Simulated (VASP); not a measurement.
Crystal: HfO2.

```
CELL_PARAMETERS angstrom
5.15190 0.00000 0.00000
0.00000 5.22004 0.00000
-0.86435 0.00000 5.24840
ATOMIC_POSITIONS crystal
Hf 0.27550 0.46030 0.70800
Hf 0.72450 0.96030 0.79200
Hf 0.72450 0.53970 0.29200
Hf 0.27550 0.03970 0.20800
O 0.07420 0.16840 0.84670
O 0.92580 0.66840 0.65330
O 0.92580 0.83160 0.15330
O 0.07420 0.33160 0.34670
O 0.44870 0.74190 0.98010
O 0.55130 0.24190 0.51990
O 0.55130 0.25810 0.01990
O 0.44870 0.75810 0.48010
```

Base run:

```yaml
Program: VASP 6.6.1
Functional: PBE
Potentials_or_basis: VASP PAW PBE potentials, release 64 (Hf_pv, O)
Cutoff: 520 eV
k_mesh: 5 × 5 × 5
Occupations: fermi-dirac, width 0.05 eV
Spin: no spin polarisation
```

Its results: band gap on the k mesh 4.09 eV, indirect (least direct gap 4.16 eV); pressure -2.1 GPa; largest force 0.407 eV/Å.

Question: The run is repeated on the same cell with these changes: functional from PBE to PBEsol; dispersion from none to D4. What comes out?

Answer: Band gap on the k mesh 3.99 eV, indirect (least direct gap 4.07 eV); pressure -10.7 GPa; largest force 0.388 eV/Å.

Several settings changed at once, so the effect can't be laid on one alone.

Caveats: spin-orbit coupling is left out, which moves the levels of the heavy elements; the PAW data sets were made with another functional, which shifts forces and pressure a little (some runs).

A k mesh can miss the band edges.
